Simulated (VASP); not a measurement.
# CaO (P6_3/mmc) in VASP: notebook

Aim: see how the results for CaO move with the level of theory and the settings. Levels: PBE, LDA. Tasks: single point.

All numbers are computed with VASP 6.6.1; they aren't measurements. Logs are shortened: lines on timing, memory, paths and dates and some standing lists are left out, and cuts for length are marked.

## 1. The cell of the first run

The structure is hexagonal, space group P6_3/mmc (No. 194). Conventional cell: a = 3.320 Å, b = 3.320 Å, c = 5.814 Å, α = 90.00°, β = 90.00°, γ = 120.00°. Within 3.4 Å of Ca (site symmetry -3m) lie 6 O at 2.41 Å and 8 Ca at 2.91 to 3.32 Å. Within 3.5 Å of O (site symmetry -6m2) lie 6 Ca at 2.41 Å and 12 O at 3.32 to 3.48 Å.

## 2. Single point, PBE

INCAR

```
SYSTEM = CaO
PREC = Accurate ; ENCUT = 520
EDIFF = 1E-7 ; ISMEAR = 0
SIGMA = 0.01 ; LREAL = .False.
LASPH = .True. ; NELM = 100
ALGO = Normal ; ISIF = 2
LWAVE = .False. ; LCHARG = .False.
GGA = PE ; NBANDS = 24
```

KPOINTS

```
regular mesh
0
Gamma
  12 12 4
  0 0 0
```

POSCAR

```
CaO
1.0
    3.3199366349      0.0000000000      0.0000000000
   -1.6599683174      2.8751494647      0.0000000000
    0.0000000000      0.0000000000      5.8143085363
Ca O
2 2
Direct
    0.0000000000      0.0000000000      0.0000000000
    0.0000000000      0.0000000000      0.5000000000
    0.3333333333      0.6666666667      0.2500000000
    0.6666666667      0.3333333333      0.7500000000
```

Potentials or basis: VASP PAW PBE potentials, release 64 (Ca_sv, O).

On the command line:

```console
$ cat potpaw_PBE.64/Ca_sv/POTCAR potpaw_PBE.64/O/POTCAR > POTCAR
$ mpirun -np 1 vasp_std > vasp.out
```

OUTCAR:

```text
SYSTEM = CaO
   PREC = Accurate
   ENCUT = 520
   EDIFF = 1E-7
   ISMEAR = 0
   LREAL = .False.
   LASPH = .True.
   NELM = 100
   ISIF = 2
   GGA = PE

 ion  position               nearest neighbor table
   1  0.000  0.000  0.000-   3 2.41   4 2.41   3 2.41   4 2.41   4 2.41   3 2.41   2 2.91   2 2.91

   2  0.000  0.000  0.500-   3 2.41   4 2.41   3 2.41   4 2.41   4 2.41   3 2.41   1 2.91   1 2.91

   3  0.333  0.667  0.250-   1 2.41   2 2.41   1 2.41   2 2.41   1 2.41   2 2.41
   4  0.667  0.333  0.750-   1 2.41   2 2.41   1 2.41   2 2.41   1 2.41   2 2.41

  LATTYP: Found a hexagonal cell.
 ALAT       =     3.3199366349
 C/A-ratio  =     1.7513311776

  Lattice vectors:

 A1 = (   3.3199366349,   0.0000000000,   0.0000000000)
 A2 = (  -1.6599683174,   2.8751494647,   0.0000000000)
 A3 = (   0.0000000000,   0.0000000000,   5.8143085363)

Analysis of symmetry for initial positions (statically):
=====================================================================
 Subroutine PRICEL returns:
 Original cell was already a primitive cell.

 Routine SETGRP: Setting up the symmetry group for a
 hexagonal supercell.

 Subroutine GETGRP returns: Found 24 space group operations
 (whereof 12 operations were pure point group operations)
 out of a pool of 24 trial point group operations.

The static configuration has the point symmetry D_3d.
 The point group associated with its full space group is D_6h.

Analysis of symmetry for dynamics (positions and initial velocities):
=====================================================================
 Subroutine PRICEL returns:
 Original cell was already a primitive cell.

 Routine SETGRP: Setting up the symmetry group for a
 hexagonal supercell.

 Subroutine GETGRP returns: Found 24 space group operations
 (whereof 12 operations were pure point group operations)
 out of a pool of 24 trial point group operations.

The dynamic configuration has the point symmetry D_3d.
 The point group associated with its full space group is D_6h.

 Subroutine INISYM returns: Found 24 space group operations
 (whereof 12 operations are pure point group operations),
 and found     1 'primitive' translations

----------------------------------------------------------------------------------------

                                     Primitive cell

  volume of cell :      55.4994

  direct lattice vectors                    reciprocal lattice vectors
     3.319936635  0.000000000  0.000000000     0.301210568  0.173904003  0.000000000
    -1.659968317  2.875149465  0.000000000     0.000000000  0.347808005  0.000000000
[... 91 lines left out ...]
   EDIFFG = 0.1E-05   stopping-criterion for IOM
   NSW    =      0    number of steps for IOM
   IBRION =     -1    ionic relax: 0-MD 1-quasi-New 2-CG
   NFREE  =      0    steps in history (QN), initial steepest desc. (CG)
   ISIF   =      2    stress and relaxation
   ISYM   =      2    0-nonsym 1-usesym 2-fastsym
   POTIM  = 0.5000    time-step for ionic-motion
   TEBEG  =    0.0;   TEEND  =   0.0 temperature during run
   PSTRESS=    0.0 pullay stress
   NELECT =      32.0000    total number of electrons
   NUPDOWN=      -1.0000    fix difference up-down
   EMIN   =  10.00;   EMAX   =-10.00  energy-range for DOS
   EFERMI =   0.00;   METHOD = LEGACY
   ISMEAR =     0;   SIGMA  =   0.01  broadening in eV -4-tet -1-fermi 0-gaus
   EFERMI_NEDOS =   21; number of points for ismear=-14 and -15
   IALGO  =     38    algorithm
   IMIX   =      4    mixing-type and parameters
     AMIX     =   0.40;   BMIX     =  1.00
     AMIX_MAG =   1.60;   BMIX_MAG =  1.00
  volume/ion in A,a.u.               =      13.87        93.63
  Fermi-wavevector in a.u.,A,eV,Ry     =   1.362580  2.574903 25.260912  1.856625
  Thomas-Fermi vector in A             =   2.489057
   LORBIT       =      0    0 simple, 1 ext, 2 COOP (PROOUT), +10 PAW based schemes
   GGA     = PE    functional components
   LHFCALC =     F    Hartree Fock is set to
   AEXX    =    0.0000 exact exchange contribution
   IVDW    =     0    specifies the selected vdW correction
   LEPSILON=     F    determine dielectric tensor
   LRPA    =     F    only Hartree local field effects (RPA)
 non-spin polarized calculation
 Gauss-broadening in eV      SIGMA  =   0.01
  energy-cutoff  :      520.00
  volume of cell :       55.50
 maximum number of plane-waves:      1518
 NGX is ok and might be reduce to    28
   NGX = 13   NGY = 13   NGZ = 21

 number of electron      31.9999996 magnetization

 Free energy of the ion-electron system (eV)
  ---------------------------------------------------
  ext. energy  EPLUGINS =         0.00000000
  ---------------------------------------------------
  free energy    TOTEN  =       -24.94891075 eV

  energy without entropy =      -24.94891075  energy(sigma->0) =      -24.94891075

 E-fermi :   2.5306     XC(G=0): -10.4610

 val. band max:        2.4891894292   @ k =   0.0000   0.0000   0.0000
 cond. band min:       6.3217544068   @ k =   0.0000   0.0000   0.0000
 fundamental gap:      3.8325649776
 Fermi energy:         2.5305789899

 k-point     1 :       0.0000    0.0000    0.0000
  band No.  band energies     occupation
      1     -35.5683      2.00000
      2     -35.3979      2.00000
      3     -17.6617      2.00000
      4     -16.3163      2.00000
      5     -16.3163      2.00000
      6     -16.1814      2.00000
[... 637 lines left out ...]
     23      10.9483      0.00000
     24      11.1984      0.00000

 [... further k-points ...]

------------------------ aborting loop because EDIFF is reached ----------------------------------------

  FORCE on cell =-STRESS in cart. coord.  units (eV):
  Direction    XX          YY          ZZ          XY          YZ          ZX
  --------------------------------------------------------------------------------------
  -------------------------------------------------------------------------------------
  Total        1.0415647      1.0415647      1.2962520      0.0000000      0.0000000     -0.0000000
  in kB       30.0682773     30.0682773     37.4206858      0.0000000      0.0000000     -0.0000000
  external PRESSURE =      32.5190802 kB  Pullay stress =       0.0000000 kB

 VOLUME and BASIS-vectors are now :
 -----------------------------------------------------------------------------
  energy-cutoff  :      520.00
  volume of cell :       55.50
      direct lattice vectors                 reciprocal lattice vectors
     3.319936635  0.000000000  0.000000000     0.301210568  0.173904003  0.000000000
    -1.659968317  2.875149465  0.000000000     0.000000000  0.347808005  0.000000000
     0.000000000  0.000000000  5.814308536     0.000000000  0.000000000  0.171989497

 POSITION                                       TOTAL-FORCE (eV/Angst)
 -----------------------------------------------------------------------------------
      0.00000      0.00000      0.00000         0.000000      0.000000      0.000000
      0.00000      0.00000      2.90715         0.000000      0.000000      0.000000
     -0.00000      1.91677      1.45358        -0.000000     -0.000000      0.000000
      1.65997      0.95838      4.36073         0.000000      0.000000     -0.000000
 -----------------------------------------------------------------------------------
    total drift:                                0.000000     -0.000000      0.000000

  FREE ENERGIE OF THE ION-ELECTRON SYSTEM (eV)
  ---------------------------------------------------
  free  energy   TOTEN  =       -24.9489107514 eV

  energy  without entropy=      -24.9489107514  energy(sigma->0) =      -24.94891075
```

Wall time 1.7 min (1 thread of AMD EPYC 7R43 (Zen 3), shared host); peak memory 0.18 GiB.

What came out:

```yaml
Free_energy: -24.9489 eV
Pressure: 3.3 GPa
Band_gap_on_the_k_mesh: 3.83 eV
```

Caveat: the cell stands under pressure.

## 3. Single point, LDA

INCAR

```
SYSTEM = CaO
ALGO = Normal ; EDIFF = 1E-7
ENCUT = 520 ; ISIF = 2
ISMEAR = 0 ; LASPH = .TRUE.
LCHARG = .FALSE. ; LREAL = .FALSE.
LWAVE = .FALSE. ; NBANDS = 24
NELM = 80 ; PREC = Accurate
SIGMA = 0.01
```

KPOINTS

```
k-points
0
G
  12 12 4
  0 0 0
```

POSCAR is that of step 2.

Potentials or basis: VASP PAW LDA potentials, release 64 (Ca_sv, O).

On the command line:

```console
$ cat potpaw_LDA.64/Ca_sv/POTCAR potpaw_LDA.64/O/POTCAR > POTCAR
$ mpirun -np 1 vasp_std > vasp.out
```

OUTCAR:

```text
SYSTEM = CaO
   EDIFF = 1E-7
   ENCUT = 520
   ISIF = 2
   ISMEAR = 0
   LASPH = .TRUE.
   LREAL = .FALSE.
   NELM = 80
   PREC = Accurate

 ion  position               nearest neighbor table
   1  0.000  0.000  0.000-   3 2.41   4 2.41   3 2.41   4 2.41   4 2.41   3 2.41   2 2.91   2 2.91

   2  0.000  0.000  0.500-   3 2.41   4 2.41   3 2.41   4 2.41   4 2.41   3 2.41   1 2.91   1 2.91

   3  0.333  0.667  0.250-   1 2.41   2 2.41   1 2.41   2 2.41   1 2.41   2 2.41
   4  0.667  0.333  0.750-   1 2.41   2 2.41   1 2.41   2 2.41   1 2.41   2 2.41

  LATTYP: Found a hexagonal cell.
 ALAT       =     3.3199366349
 C/A-ratio  =     1.7513311776

  Lattice vectors:

 A1 = (   3.3199366349,   0.0000000000,   0.0000000000)
 A2 = (  -1.6599683174,   2.8751494647,   0.0000000000)
 A3 = (   0.0000000000,   0.0000000000,   5.8143085363)

Analysis of symmetry for initial positions (statically):
=====================================================================
 Subroutine PRICEL returns:
 Original cell was already a primitive cell.

 Routine SETGRP: Setting up the symmetry group for a
 hexagonal supercell.

 Subroutine GETGRP returns: Found 24 space group operations
 (whereof 12 operations were pure point group operations)
 out of a pool of 24 trial point group operations.

The static configuration has the point symmetry D_3d.
 The point group associated with its full space group is D_6h.

Analysis of symmetry for dynamics (positions and initial velocities):
=====================================================================
 Subroutine PRICEL returns:
 Original cell was already a primitive cell.

 Routine SETGRP: Setting up the symmetry group for a
 hexagonal supercell.

 Subroutine GETGRP returns: Found 24 space group operations
 (whereof 12 operations were pure point group operations)
 out of a pool of 24 trial point group operations.

The dynamic configuration has the point symmetry D_3d.
 The point group associated with its full space group is D_6h.

 Subroutine INISYM returns: Found 24 space group operations
 (whereof 12 operations are pure point group operations),
 and found     1 'primitive' translations

----------------------------------------------------------------------------------------

                                     Primitive cell

  volume of cell :      55.4994

  direct lattice vectors                    reciprocal lattice vectors
     3.319936635  0.000000000  0.000000000     0.301210568  0.173904003  0.000000000
    -1.659968317  2.875149465  0.000000000     0.000000000  0.347808005  0.000000000
     0.000000000  0.000000000  5.814308536     0.000000000  0.000000000  0.171989497

  length of vectors
     3.319936635  3.319936635  5.814308536     0.347808005  0.347808005  0.171989497

  position of ions in fractional coordinates (direct lattice)
     0.000000000  0.000000000  0.000000000
     0.000000000  0.000000000  0.500000000
     0.333333333  0.666666667  0.250000000
     0.666666667  0.333333333  0.750000000

  ion indices of the primitive-cell ions
   primitive index   ion index
                 1           1
[... 24 lines left out ...]

 Subroutine IBZKPT returns following result:
 ===========================================

 Found     57 irreducible k-points:

 Following reciprocal coordinates:
            Coordinates               Weight
  0.000000  0.000000  0.000000      1.000000
  0.083333  0.000000  0.000000      6.000000
  0.166667 -0.000000  0.000000      6.000000
  0.250000  0.000000  0.000000      6.000000
  0.333333  0.000000  0.000000      6.000000
  0.416667  0.000000  0.000000      6.000000
[... 16 lines left out ...]
  0.250000  0.000000  0.250000     12.000000
  0.333333  0.000000  0.250000     12.000000
 [... further k-points ...]
   k-points           NKPTS =     57   k-points in BZ     NKDIM =     57   number of bands    NBANDS=     24
   number of dos      NEDOS =    301   number of ions     NIONS =      4
   total plane-waves  NPLWV =  37632
   dimension x,y,z NGX =    28 NGY =   28 NGZ =   48
   dimension x,y,z NGXF=    56 NGYF=   56 NGZF=   96
   ions per type =               2   2
   NGX,Y,Z   is equivalent  to a cutoff of  14.02, 14.02, 13.72 a.u.
   NGXF,Y,Z  is equivalent  to a cutoff of  28.04, 28.04, 27.45 a.u.
 SYSTEM =  CaO
   PREC   = accura    normal or accurate (medium, high low for compatibility)
   ISTART =      0    job   : 0-new  1-cont  2-samecut
   ICHARG =      2    charge: 1-file 2-atom 10-const
   ISPIN  =      1    spin polarized calculation?
   LNONCOLLINEAR =      F non collinear calculations
   LSORBIT =      F    spin-orbit coupling
   LASPH  =      T    aspherical Exc in radial PAW
   ENCUT  =  520.0 eV  38.22 Ry    6.18 a.u.   6.17  6.17 10.81*2*pi/ulx,y,z
   NELM   =     80;   NELMIN=  2; NELMDL= -5     # of ELM steps
   EDIFF  = 0.1E-06   stopping-criterion for ELM
   LREAL  =      F    real-space projection
   EDIFFG = 0.1E-05   stopping-criterion for IOM
   NSW    =      0    number of steps for IOM
   IBRION =     -1    ionic relax: 0-MD 1-quasi-New 2-CG
   NFREE  =      0    steps in history (QN), initial steepest desc. (CG)
   ISIF   =      2    stress and relaxation
   ISYM   =      2    0-nonsym 1-usesym 2-fastsym
   POTIM  = 0.5000    time-step for ionic-motion
   TEBEG  =    0.0;   TEEND  =   0.0 temperature during run
   PSTRESS=    0.0 pullay stress
   NELECT =      32.0000    total number of electrons
   NUPDOWN=      -1.0000    fix difference up-down
   EMIN   =  10.00;   EMAX   =-10.00  energy-range for DOS
   EFERMI =   0.00;   METHOD = LEGACY
   ISMEAR =     0;   SIGMA  =   0.01  broadening in eV -4-tet -1-fermi 0-gaus
   EFERMI_NEDOS =   21; number of points for ismear=-14 and -15
   IALGO  =     38    algorithm
   IMIX   =      4    mixing-type and parameters
     AMIX     =   0.40;   BMIX     =  1.00
     AMIX_MAG =   1.60;   BMIX_MAG =  1.00
  volume/ion in A,a.u.               =      13.87        93.63
  Fermi-wavevector in a.u.,A,eV,Ry     =   1.362580  2.574903 25.260912  1.856625
  Thomas-Fermi vector in A             =   2.489057
   LORBIT       =      0    0 simple, 1 ext, 2 COOP (PROOUT), +10 PAW based schemes
   GGA     = CA    functional components
   LHFCALC =     F    Hartree Fock is set to
   AEXX    =    0.0000 exact exchange contribution
   IVDW    =     0    specifies the selected vdW correction
   LEPSILON=     F    determine dielectric tensor
   LRPA    =     F    only Hartree local field effects (RPA)
 non-spin polarized calculation
 Gauss-broadening in eV      SIGMA  =   0.01
  energy-cutoff  :      520.00
  volume of cell :       55.50
 maximum number of plane-waves:      1518
 NGX is ok and might be reduce to    28
   NGX = 13   NGY = 13   NGZ = 21

 number of electron      31.9999996 magnetization

 Free energy of the ion-electron system (eV)
  ---------------------------------------------------
  ext. energy  EPLUGINS =         0.00000000
  ---------------------------------------------------
  free energy    TOTEN  =       -27.74214119 eV

  energy without entropy =      -27.74214119  energy(sigma->0) =      -27.74214119

 E-fermi :   2.2843     XC(G=0): -11.0185

 val. band max:        2.1543447807   @ k =   0.0000   0.0000   0.0000
 cond. band min:       5.8146157476   @ k =   0.0000   0.0000   0.0000
 fundamental gap:      3.6602709670
 Fermi energy:         2.2843235058

 k-point     1 :       0.0000    0.0000    0.0000
  band No.  band energies     occupation
      1     -35.3289      2.00000
      2     -35.1461      2.00000
      3     -17.7677      2.00000
      4     -16.3587      2.00000
      5     -16.3587      2.00000
      6     -16.2161      2.00000
[... 637 lines left out ...]
     23      10.5819      0.00000
     24      10.8173      0.00000

 [... further k-points ...]

------------------------ aborting loop because EDIFF is reached ----------------------------------------

  FORCE on cell =-STRESS in cart. coord.  units (eV):
  Direction    XX          YY          ZZ          XY          YZ          ZX
  --------------------------------------------------------------------------------------
  -------------------------------------------------------------------------------------
  Total       -1.7818452     -1.7818452     -1.8552160     -0.0000000     -0.0000000      0.0000000
  in kB      -51.4389691    -51.4389691    -53.5570646     -0.0000000     -0.0000000      0.0000000
  external PRESSURE =     -52.1450010 kB  Pullay stress =       0.0000000 kB

 VOLUME and BASIS-vectors are now :
 -----------------------------------------------------------------------------
  energy-cutoff  :      520.00
  volume of cell :       55.50
      direct lattice vectors                 reciprocal lattice vectors
     3.319936635  0.000000000  0.000000000     0.301210568  0.173904003  0.000000000
    -1.659968317  2.875149465  0.000000000     0.000000000  0.347808005  0.000000000
     0.000000000  0.000000000  5.814308536     0.000000000  0.000000000  0.171989497

 POSITION                                       TOTAL-FORCE (eV/Angst)
 -----------------------------------------------------------------------------------
      0.00000      0.00000      0.00000         0.000000      0.000000      0.000000
      0.00000      0.00000      2.90715         0.000000      0.000000      0.000000
     -0.00000      1.91677      1.45358        -0.000000      0.000000     -0.000000
      1.65997      0.95838      4.36073         0.000000     -0.000000      0.000000
 -----------------------------------------------------------------------------------
    total drift:                                0.000000     -0.000000      0.000000

  FREE ENERGIE OF THE ION-ELECTRON SYSTEM (eV)
  ---------------------------------------------------
  free  energy   TOTEN  =       -27.7421411854 eV

  energy  without entropy=      -27.7421411854  energy(sigma->0) =      -27.74214119
```

Wall time 87 s (1 thread of AMD EPYC 7R43 (Zen 3), shared host); peak memory 0.17 GiB.

Results:

```yaml
Free_energy: -27.7421 eV
Pressure: -5.2 GPa
Band_gap_on_the_k_mesh: 3.66 eV
```

Caveat: the cell stands under tension.
